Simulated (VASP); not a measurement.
Here is a VASP 6.6.1 calculation.

Contents of POSCAR:

```
NaH
1.0
    2.9323912064      0.0000000000      0.0000000000
    0.0000000000      2.9323912064      0.0000000000
    0.0000000000      0.0000000000      2.7933958632
Na H
1 1
Direct
    0.0000000000      0.0000000000      0.0000000000
    0.5000000000      0.5000000000      0.5000000000
```

The input INCAR.step1:

```
SYSTEM = NaH
PREC     = Accurate       ! precision mode
ENCUT    = 520            ! plane-wave cutoff, eV
EDIFF    = 1E-5           ! SCF threshold, eV
ISMEAR   = 0              ! smearing method
SIGMA    = 0.01           ! smearing width, eV
LREAL    = .False.        ! projectors in reciprocal space
LASPH    = .True.         ! aspherical terms in the spheres
NELM     = 80             ! most SCF steps
ALGO     = Normal         ! electronic algorithm
ISIF     = 2              ! what is computed and relaxed
LWAVE    = .True.         ! write WAVECAR
GGA      = PE             ! functional
NBANDS   = 11             ! bands
```

File INCAR.step2:

```
SYSTEM = NaH
PREC     = Accurate       ! precision mode
ENCUT    = 520            ! plane-wave cutoff, eV
EDIFF    = 1E-6           ! SCF threshold, eV
ISMEAR   = 0              ! smearing method
SIGMA    = 0.01           ! smearing width, eV
LREAL    = .False.        ! projectors in reciprocal space
LASPH    = .True.         ! aspherical terms in the spheres
NELM     = 80             ! most SCF steps
ALGO     = Normal         ! electronic algorithm
ISIF     = 2              ! what is computed and relaxed
LWAVE    = .False.        ! write WAVECAR
LCHARG   = .True.         ! write CHGCAR
GGA      = PE             ! functional
LHFCALC  = .True.         ! exact exchange
HFSCREEN = 0.2079         ! screening, 1/A
PRECFOCK = Normal       
LELF     = .True.         ! ELF
LVHAR    = .True.       
ISTART   = 1            
NBANDS   = 11             ! bands
```

Contents of KPOINTS:

```
Automatic mesh
0
Gamma
  6 6 6
  0 0 0
```

Potentials or basis: VASP PAW PBE potentials, release 64 (Na_pv, H).

Command:

```bash
$ cat potpaw_PBE.64/Na_pv/POTCAR potpaw_PBE.64/H/POTCAR > POTCAR
$ cp INCAR.step1 INCAR
$ mpirun -np 1 vasp_std > vasp.out
$ cp INCAR.step2 INCAR
$ mpirun -np 1 vasp_std > vasp.out
```

What does it give for the pressure?

1.7 GPa.

What does it give for the band gap on the k mesh?

1.71 eV, indirect (least direct gap 5.84 eV).

Stress tensor (GPa, compression positive):
```
-0.37  0.00  0.00
 0.00 -0.37  0.00
 0.00  0.00  5.85
```

Caveat: the cell differs from its parent crystal (uniaxial z strain -4.7%); the PAW data sets were made with another functional, which shifts forces and pressure a little. A k mesh can miss the band edges.
